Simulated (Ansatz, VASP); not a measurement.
# One calculation of ZnSe, two programs

```
CELL_PARAMETERS angstrom
0.00000 2.83380 2.83380
2.83380 0.00000 2.83380
2.83380 2.83380 0.00000
ATOMIC_POSITIONS crystal
Se 0.75000 0.75000 0.75000
Zn 0.00000 0.00000 0.00000
```

Alike in both runs: functional revPBE; k mesh 8 × 8 × 8; occupations fermi-dirac, width 0.05 eV; no spin polarisation.

```csv
,VASP,Ansatz
version,VASP 6.6.1,Ansatz 0.2.0
potentials or method,"VASP PAW PBE potentials, release 64 (Se, Zn), cutoff 520 eV","all-electron LAPW, scalar-relativistic"
task,single point,band structure
```

VASP gave:

| Quantity | Value |
| --- | --- |
| gap on the k mesh at the Fermi level (eV) | 1.41 |
| least direct gap on the mesh (eV) | 1.41 |
| pressure (GPa) | 4.0 |

Problem. What did Ansatz give for the same quantities?

Solution. gap on the k mesh at the Fermi level (eV): 1.41; least direct gap on the mesh (eV): 1.41; pressure (GPa): 3.8.

VASP's potentials were made for PBE, not for revPBE. Ansatz ran all-electron here, and VASP with PAW potentials.
